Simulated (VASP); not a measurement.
Runs of VASP 6.6.1 on Mo. The structure is that of space group Im-3m (No. 229), or close to it. The cells are those of the table. 

| cell | gap on the mesh (eV) | pressure (GPa) |
| --- | --- | --- |
| a = 2.372 Å, angles 109.5°, 1 atom | none | 269.2 |
| a = 2.243 Å, angles 109.5°, 1 atom | none | (a) |
| a = 2.487 Å, angles 109.5°, 1 atom | none | 135.5 |
| a = 2.593 Å, angles 109.5°, 1 atom | none | 59.9 |

Alike in all rows: task single point; level PBE; potentials or basis VASP PAW PBE potentials, release 64 (Mo_sv); no spin polarisation; k mesh 17 × 17 × 17; cutoff (eV) 520; smearing fermi-dirac 0.08 eV.

Problem. Fill in the values left out.

Solution. (a) 509.7.

Caveats: the cell stands under pressure.

A k mesh can miss the band edges, and the runs leave out spin-orbit coupling on Mo.

A gap of «none» marks levels without a gap at the run's occupations.
